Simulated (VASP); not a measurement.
# BAs (F-43m) in VASP: a series of runs

The runs below take BAs through single point, with PBE.

Everything below comes from runs of VASP 6.6.1. Logs are shortened: lines on timing, memory, paths and dates and some standing lists are left out, and cuts for length are marked.

## (1) The cell of the first run

Symmetry: F-43m, No. 216, cubic system. Conventional cell: a = 4.395 Å, b = 4.395 Å, c = 4.395 Å, α = 90.00°, β = 90.00°, γ = 90.00°. Within 2.5 Å of B (site symmetry -43m) lie 4 As at 1.90 Å. Within 2.5 Å of As (site symmetry -43m) lie 4 B at 1.90 Å.

## (2) Single point, PBE (strain -0.080 along x and y, -0.080 along z)

Contents of INCAR:

```
  PREC = Accurate
  ENCUT = 520
  EDIFF = 1E-6
  ISMEAR = 0
  SIGMA = 0.05
  LREAL = F
  LASPH = T
  NELM = 100
  ALGO = Normal
  ISIF = 2
  LWAVE = F
  LCHARG = F
  GGA = PE
  NBANDS = 11
```

Contents of KPOINTS:

```
regular mesh
0
Gamma
  10 10 10
```

Contents of POSCAR:

```
BAs
1.0
    0.0000000000      2.1974200000      2.1974200000
    2.1974200000      0.0000000000      2.1974200000
    2.1974200000      2.1974200000      0.0000000000
B As
1 1
Direct
    0.0000000000      0.0000000000      0.0000000000
    0.7500000000      0.7500000000      0.7500000000
```

Potentials or basis: VASP PAW PBE potentials, release 64 (B, As).

Launch:

```console
$ cat potpaw_PBE.64/B/POTCAR potpaw_PBE.64/As/POTCAR > POTCAR
$ mpirun -np 1 vasp_std > vasp.out
```

OUTCAR:

```text
PREC = Accurate
   ENCUT = 520
   EDIFF = 1E-6
   ISMEAR = 0
   LREAL = F
   LASPH = T
   NELM = 100
   ISIF = 2
   GGA = PE

 ion  position               nearest neighbor table
   1  0.000  0.000  0.000-   2 1.90   2 1.90   2 1.90   2 1.90
   2  0.750  0.750  0.750-   1 1.90   1 1.90   1 1.90   1 1.90

  LATTYP: Found a face centered cubic cell.
 ALAT       =     4.3948400000

  Lattice vectors:

 A1 = (   0.0000000000,   2.1974200000,   2.1974200000)
 A2 = (   2.1974200000,   0.0000000000,   2.1974200000)
 A3 = (   2.1974200000,   2.1974200000,   0.0000000000)

Analysis of symmetry for initial positions (statically):
=====================================================================
 Subroutine PRICEL returns:
 Original cell was already a primitive cell.

 Routine SETGRP: Setting up the symmetry group for a
 face centered cubic supercell.

 Subroutine GETGRP returns: Found 24 space group operations
 (whereof 24 operations were pure point group operations)
 out of a pool of 48 trial point group operations.

The static configuration has the point symmetry T_d .

Analysis of symmetry for dynamics (positions and initial velocities):
=====================================================================
 Subroutine PRICEL returns:
 Original cell was already a primitive cell.

 Routine SETGRP: Setting up the symmetry group for a
 face centered cubic supercell.

 Subroutine GETGRP returns: Found 24 space group operations
 (whereof 24 operations were pure point group operations)
 out of a pool of 48 trial point group operations.

The dynamic configuration has the point symmetry T_d .

 Subroutine INISYM returns: Found 24 space group operations
 (whereof 24 operations are pure point group operations),
 and found     1 'primitive' translations

----------------------------------------------------------------------------------------

                                     Primitive cell

  volume of cell :      21.2212

  direct lattice vectors                    reciprocal lattice vectors
     0.000000000  2.197420000  2.197420000    -0.227539569  0.227539569  0.227539569
     2.197420000  0.000000000  2.197420000     0.227539569 -0.227539569  0.227539569
     2.197420000  2.197420000  0.000000000     0.227539569  0.227539569 -0.227539569

  length of vectors
     3.107621166  3.107621166  3.107621166     0.394110094  0.394110094  0.394110094

  position of ions in fractional coordinates (direct lattice)
     0.000000000  0.000000000  0.000000000
     0.750000000  0.750000000  0.750000000

[... 79 lines left out ...]
   NSW    =      0    number of steps for IOM
   IBRION =     -1    ionic relax: 0-MD 1-quasi-New 2-CG
   NFREE  =      0    steps in history (QN), initial steepest desc. (CG)
   ISIF   =      2    stress and relaxation
   ISYM   =      2    0-nonsym 1-usesym 2-fastsym
   POTIM  = 0.5000    time-step for ionic-motion
   TEBEG  =    0.0;   TEEND  =   0.0 temperature during run
   PSTRESS=    0.0 pullay stress
   NELECT =       8.0000    total number of electrons
   NUPDOWN=      -1.0000    fix difference up-down
   EMIN   =  10.00;   EMAX   =-10.00  energy-range for DOS
   EFERMI =   0.00;   METHOD = LEGACY
   ISMEAR =     0;   SIGMA  =   0.05  broadening in eV -4-tet -1-fermi 0-gaus
   EFERMI_NEDOS =   21; number of points for ismear=-14 and -15
   IALGO  =     38    algorithm
   IMIX   =      4    mixing-type and parameters
     AMIX     =   0.40;   BMIX     =  1.00
     AMIX_MAG =   1.60;   BMIX_MAG =  1.00
  volume/ion in A,a.u.               =      10.61        71.60
  Fermi-wavevector in a.u.,A,eV,Ry     =   1.182629  2.234844 19.029254  1.398611
  Thomas-Fermi vector in A             =   2.318879
   LORBIT       =      0    0 simple, 1 ext, 2 COOP (PROOUT), +10 PAW based schemes
   GGA     = PE    functional components
   LHFCALC =     F    Hartree Fock is set to
   AEXX    =    0.0000 exact exchange contribution
   IVDW    =     0    specifies the selected vdW correction
   LEPSILON=     F    determine dielectric tensor
   LRPA    =     F    only Hartree local field effects (RPA)
 non-spin polarized calculation
 Gauss-broadening in eV      SIGMA  =   0.05
  energy-cutoff  :      520.00
  volume of cell :       21.22
 maximum number of plane-waves:       588
   NGX = 11   NGY = 11   NGZ = 11

 number of electron       7.9999999 magnetization

 Free energy of the ion-electron system (eV)
  ---------------------------------------------------
  ext. energy  EPLUGINS =         0.00000000
  ---------------------------------------------------
  free energy    TOTEN  =       -10.35848104 eV

  energy without entropy =      -10.35848104  energy(sigma->0) =      -10.35848104

 E-fermi :   9.4481     XC(G=0): -11.7007

 val. band max:        9.1928500906   @ k =   0.0000   0.0000   0.0000
 cond. band min:      10.0884820816   @ k =   0.4000   0.4000   0.0000
 fundamental gap:      0.8956319909
 Fermi energy:         9.4480884241

 k-point     1 :       0.0000    0.0000    0.0000
  band No.  band energies     occupation
      1      -8.7532      2.00000
      2       9.1928      2.00000
      3       9.1928      2.00000
      4       9.1929      2.00000
      5      12.8527      0.00000
      6      12.8527      0.00000
      7      12.8527      0.00000
      8      17.1617      0.00000
      9      20.2993      0.00000
     10      23.2479      0.00000
     11      23.2479      0.00000
[... 309 lines left out ...]
 k-point    24 :       0.4000    0.3000    0.0000
  band No.  band energies     occupation
      1      -5.3932      2.00000
      2       2.0006      2.00000
      3       4.0836      2.00000
      4       4.7129      2.00000
      5      10.7337      0.00000
      6      12.5563      0.00000
      7      19.9974      0.00000
      8      20.0020      0.00000
      9      23.5878      0.00000
     10      26.8424      0.00000
     11      28.5140      0.00000

 [... further k-points ...]
[... 5 lines left out ...]
  --------------------------------------------------------------------------------------
  -------------------------------------------------------------------------------------
  Total        8.3868781      8.3868781      8.3868781      0.0000000      0.0000000     -0.0000000
  in kB      633.2011573    633.2011573    633.2011573      0.0000000      0.0000000     -0.0000000
  external PRESSURE =     633.2011573 kB  Pullay stress =       0.0000000 kB

 VOLUME and BASIS-vectors are now :
 -----------------------------------------------------------------------------
  energy-cutoff  :      520.00
  volume of cell :       21.22
      direct lattice vectors                 reciprocal lattice vectors
     0.000000000  2.197420000  2.197420000    -0.227539569  0.227539569  0.227539569
     2.197420000  0.000000000  2.197420000     0.227539569 -0.227539569  0.227539569
     2.197420000  2.197420000  0.000000000     0.227539569  0.227539569 -0.227539569

 POSITION                                       TOTAL-FORCE (eV/Angst)
 -----------------------------------------------------------------------------------
      0.00000      0.00000      0.00000         0.000000      0.000000      0.000000
      3.29613      3.29613      3.29613        -0.000000     -0.000000     -0.000000
 -----------------------------------------------------------------------------------
    total drift:                                0.000000      0.000000     -0.000000

  FREE ENERGIE OF THE ION-ELECTRON SYSTEM (eV)
  ---------------------------------------------------
  free  energy   TOTEN  =       -10.3584810424 eV

  energy  without entropy=      -10.3584810424  energy(sigma->0) =      -10.35848104
```

OSZICAR:

```text
N       E                     dE             d eps       ncg     rms          rms(c)
DAV:   1     0.134492063649E+02    0.13449E+02   -0.41116E+03  1042   0.665E+02
DAV:   2    -0.110048360605E+02   -0.24454E+02   -0.23283E+02  1405   0.115E+02
DAV:   3    -0.116097068211E+02   -0.60487E+00   -0.60353E+00  1247   0.162E+01
DAV:   4    -0.116108002911E+02   -0.10935E-02   -0.10934E-02  1162   0.786E-01
DAV:   5    -0.116108013909E+02   -0.10998E-05   -0.10998E-05  1252   0.261E-02    0.700E+00
DAV:   6    -0.105145279828E+02    0.10963E+01   -0.23801E+00  1124   0.724E+00    0.343E+00
DAV:   7    -0.103680583313E+02    0.14647E+00   -0.46708E-01  1219   0.338E+00    0.123E+00
DAV:   8    -0.103580419336E+02    0.10016E-01   -0.24149E-02  1163   0.983E-01    0.126E-01
DAV:   9    -0.103583538623E+02   -0.31193E-03   -0.60714E-04  1243   0.165E-01    0.822E-02
DAV:  10    -0.103584787329E+02   -0.12487E-03   -0.16166E-04  1124   0.802E-02    0.167E-02
DAV:  11    -0.103584819871E+02   -0.32542E-05   -0.33412E-06  1249   0.130E-02    0.162E-02
DAV:  12    -0.103584810424E+02    0.94469E-06   -0.15130E-06  1086   0.690E-03
   1 F= -.10358481E+02 E0= -.10358481E+02  d E =-.407740E-15
```

It took 8.1 s on 1 thread of Intel Xeon 8259CL, shared host; peak memory 0.14 GiB.

Results:

| Item | Value |
| --- | --- |
| Free energy | -10.3585 eV |
| Pressure | 63.3 GPa |
| Band gap on the k mesh | 0.90 eV, indirect (least direct gap 3.66 eV) |

Levels at points of the mesh, in eV from the valence-band top:
| k point | band 2 | band 3 | band 4 | band 5 | band 6 | band 7 |
| --- | --- | --- | --- | --- | --- | --- |
| (0.00, 0.00, 0.00) | 0.00 | 0.00 | 0.00 | 3.66 | 3.66 | 3.66 |
| (0.50, 0.00, 0.00) | -10.86 | -2.27 | -2.27 | 4.34 | 5.04 | 5.04 |
| (0.50, 0.50, 0.00) | -10.08 | -5.23 | -5.23 | 1.04 | 1.19 | 13.93 |

Caveat: the cell differs from its parent crystal (strain -0.080 along x and y, -0.080 along z). A k mesh can miss the band edges.

## (3) Single point, PBE (strain -0.040 along x and y, -0.040 along z)

Contents of INCAR:

```
PREC = Accurate
ENCUT = 520
EDIFF = 1E-6
ISMEAR = 0
SIGMA = 0.05
LREAL = False
LASPH = True
NELM = 100
ALGO = Normal
ISIF = 2
LWAVE = False
LCHARG = False
GGA = PE
NBANDS = 11
```

KPOINTS is that of step 2.

Contents of POSCAR:

```
BAs
1.0
    0.0000000000      2.2929600000      2.2929600000
    2.2929600000      0.0000000000      2.2929600000
    2.2929600000      2.2929600000      0.0000000000
B As
1 1
Direct
    0.0000000000      0.0000000000      0.0000000000
    0.7500000000      0.7500000000      0.7500000000
```

Potentials or basis: VASP PAW PBE potentials, release 64 (B, As).

Launch:

```console
$ cat potpaw_PBE.64/B/POTCAR potpaw_PBE.64/As/POTCAR > POTCAR
$ mpirun -np 1 vasp_std > vasp.out
```

Wall time 9.2 s (1 thread of Intel Xeon 8259CL, shared host); peak memory 0.14 GiB.

It converged, with:

- Free energy: -11.1363 eV
- Pressure: 26.3 GPa
- Band gap on the k mesh: 1.04 eV, indirect (least direct gap 3.44 eV)

Levels at points of the mesh, in eV from the valence-band top:
```tsv
k point	band 1	band 2	band 3	band 4	band 5	band 6	band 7	band 8
(0.00, 0.00, 0.00)	-16.58	0.00	0.00	0.00	3.44	3.44	3.44	6.29
(0.50, 0.00, 0.00)	-13.24	-9.74	-2.04	-2.04	3.45	4.91	4.91	9.07
(0.50, 0.50, 0.00)	-11.72	-9.25	-4.62	-4.62	1.25	1.32	12.58	12.58
```

Caveat: the cell differs from its parent crystal (strain -0.040 along x and y, -0.040 along z). A k mesh can miss the band edges.

## (4) Single point, PBE (strain +0.040 along x and y, +0.040 along z)

INCAR, as its differences from that of step 3:

```diff
@@ -2,3 +2,3 @@
 ENCUT = 520
-EDIFF = 1E-6
+EDIFF = 1E-7
 ISMEAR = 0
@@ -7,3 +7,3 @@
 LASPH = True
-NELM = 100
+NELM = 60
 ALGO = Normal
```

KPOINTS is that of step 3.

Contents of POSCAR:

```
BAs
1.0
    0.0000000000      2.4840400000      2.4840400000
    2.4840400000      0.0000000000      2.4840400000
    2.4840400000      2.4840400000      0.0000000000
B As
1 1
Direct
    0.0000000000      0.0000000000      0.0000000000
    0.7500000000      0.7500000000      0.7500000000
```

Launch:

```console
$ cat potpaw_PBE.64/B/POTCAR potpaw_PBE.64/As/POTCAR > POTCAR
$ mpirun -np 1 vasp_std > vasp.out
```

Run time: 19 s. Hardware: 1 thread of Intel Xeon 8259CL, shared host; peak memory 0.16 GiB.

The run converged. Its results:

```
Free energy            : -11.3213 eV
Pressure               : -10.1 GPa
Band gap on the k mesh : 1.29 eV, indirect (least direct gap 3.14 eV)
```

Levels at points of the mesh, in eV from the valence-band top:
| k point | band 1 | band 2 | band 3 | band 4 | band 5 | band 6 | band 7 | band 8 | band 9 |
| --- | --- | --- | --- | --- | --- | --- | --- | --- | --- |
| (0.00, 0.00, 0.00) | -14.38 | 0.00 | 0.00 | 0.00 | 3.14 | 3.14 | 3.14 | 3.25 | 9.05 |
| (0.50, 0.00, 0.00) | -11.92 | -7.98 | -1.63 | -1.63 | 2.04 | 4.64 | 4.64 | 8.59 | 11.90 |
| (0.50, 0.50, 0.00) | -10.79 | -7.90 | -3.61 | -3.61 | 1.54 | 1.56 | 10.28 | 10.28 | 11.86 |

Caveat: the cell differs from its parent crystal (strain +0.040 along x and y, +0.040 along z). A k mesh can miss the band edges.

## (5) Single point, PBE (strain +0.080 along x and y, +0.080 along z)

Contents of INCAR:

```
SYSTEM = BAs
PREC     = Accurate       ! precision mode
ENCUT    = 520            ! plane-wave cutoff, eV
EDIFF    = 1E-6           ! SCF threshold, eV
ISMEAR   = 0              ! smearing method
SIGMA    = 0.05           ! smearing width, eV
LREAL    = .FALSE.        ! projectors in reciprocal space
LASPH    = .TRUE.         ! aspherical terms in the spheres
NELM     = 60             ! most SCF steps
ALGO     = Normal         ! electronic algorithm
ISIF     = 2              ! what is computed and relaxed
LWAVE    = .FALSE.        ! write WAVECAR
LCHARG   = .TRUE.         ! write CHGCAR
GGA      = PE             ! functional
LELF     = .TRUE.         ! ELF
LVHAR    = .TRUE.       
NBANDS   = 11             ! bands
```

Contents of KPOINTS:

```
regular mesh
0
G
  10 10 10
  0 0 0
```

Contents of POSCAR:

```
BAs
1.0
    0.0000000000      2.5795800000      2.5795800000
    2.5795800000      0.0000000000      2.5795800000
    2.5795800000      2.5795800000      0.0000000000
B As
1 1
Direct
    0.0000000000      0.0000000000      0.0000000000
    0.7500000000      0.7500000000      0.7500000000
```

Launch:

```console
$ cat potpaw_PBE.64/B/POTCAR potpaw_PBE.64/As/POTCAR > POTCAR
$ mpirun -np 1 vasp_std > vasp.out
```

Wall time 25 s (1 thread of Intel Xeon 8259CL, shared host); peak memory 0.16 GiB.

The run converged. Its results:

```yaml
Free_energy: -10.9949 eV
Pressure: -17.5 GPa
Band_gap_on_the_k_mesh: 1.38 eV, indirect (least direct gap 1.99 eV)
```

Levels at points of the mesh, in eV from the valence-band top:
```csv
k point,band 1,band 2,band 3,band 4,band 5,band 6,band 7,band 8,band 9
"(0.00, 0.00, 0.00)",-13.51,0.00,0.00,0.00,1.99,3.01,3.01,3.01,8.59
"(0.50, 0.00, 0.00)",-11.40,-7.29,-1.45,-1.45,1.49,4.48,4.48,8.24,11.22
"(0.50, 0.50, 0.00)",-10.44,-7.36,-3.20,-3.20,1.61,1.64,9.29,9.29,11.01
```

Caveat: the cell differs from its parent crystal (strain +0.080 along x and y, +0.080 along z). A k mesh can miss the band edges.

## (6) Overview

```csv
cell,gap on the mesh (eV),pressure (GPa)
"a = 3.108 Å, angles 60.0°, 2 atoms",0.90,63.3
"a = 3.243 Å, angles 60.0°, 2 atoms",1.04,26.3
"a = 3.513 Å, angles 60.0°, 2 atoms",1.29,-10.1
"a = 3.648 Å, angles 60.0°, 2 atoms",1.38,-17.5
```

Alike in all rows: task single point; level PBE; potentials or basis VASP PAW PBE potentials, release 64 (B, As); no spin polarisation; k mesh 10 × 10 × 10; cutoff (eV) 520; smearing gaussian 0.05 eV.

Absolute energies hang on the potentials; compare differences alone.
